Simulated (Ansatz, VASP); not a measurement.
Two plane-wave programs on Ir

Contents of INCAR:

```
SYSTEM = Ir
ALGO = Normal ; EDIFF = 1E-7
EDIFFG = -0.01 ; ENCUT = 560
GGA = CA ; GGA_COMPAT = .FALSE.
IBRION = 2 ; ISIF = 3
ISMEAR = 0 ; LASPH = .TRUE.
LCHARG = .FALSE. ; LREAL = .FALSE.
LWAVE = .FALSE. ; NELM = 120
NELMIN = 4 ; NSW = 80
PREC = Accurate ; SIGMA = 0.15
```

The input KPOINTS:

```
k-points
0
G
  10 10 5
  0 0 0
```

POSCAR

```
Ir
1.0
    2.7513778900      0.0000000000      0.0000000000
   -1.3756889500      2.3827631500      0.0000000000
    0.0000000000      0.0000000000      4.4622900000
Ir
2
Direct
    0.6666666720      0.3333333319      0.7500000000
    0.3333333337      0.6666666723      0.2500000000
```

Input for Ansatz:

```yaml
crystal:
  lattice:
    - [2.75137789, 0.0, 0.0]
    - [-1.37568895, 2.38276315, 0.0]
    - [0.0, 0.0, 4.46229]
  atoms:
    - { symbol: Ir, position: [0.6666666720247695, 0.33333333193439724, 0.75] }
    - { symbol: Ir, position: [0.3333333337081771, 0.6666666722624109, 0.25] }
basis:
  ecutwfc: 420.0
  xc_grid: 1
kpoints:
  mp_grid:
    grid: [10, 10, 5]
    shift: [0.0, 0.0, 0.0]
hamiltonian:
  xc: lda
  dispersion: none
scf:
  max_iter: 150
  n_extra_bands: 16
  self_checks: high
  convergence:
    dr2_threshold: 1.0e-08
  occupations:
    method: gaussian
    width: 0.15
  eigensolver:
    kind: auto
    mixed_precision: false
relax:
  cell: {}
```

Alike in both runs: task relaxation of cell and atoms; functional LDA; k mesh 10 × 10 × 5; occupations gaussian, width 0.15 eV; no spin polarisation.

|  | VASP | Ansatz |
| --- | --- | --- |
| version | VASP 6.6.1 | Ansatz 0.2.0 |
| potentials or method | VASP PAW LDA potentials, release 64 (Ir_sv_GW), cutoff 560 eV | plane waves, PAW |
| valence electrons in the cell | 34 | 34 |

```tsv
	VASP	Ansatz	Ansatz less VASP
gap on the k mesh at the Fermi level, each at its own relaxed structure (eV)	none	none	-
relaxed volume (Å³/atom)	13.91	13.91	+0.001
relaxed length of the cell vector where the two differ most in proportion (Å)	4.427	4.428	+0.0011
```

LDA's correlation is that of Perdew and Zunger in VASP and of Perdew and Wang (1992) in Ansatz. A gap of «none» marks a metal or a gap that the smearing closes. Ansatz's warnings: stress scf threshold loose.

Spin-orbit coupling is off throughout.
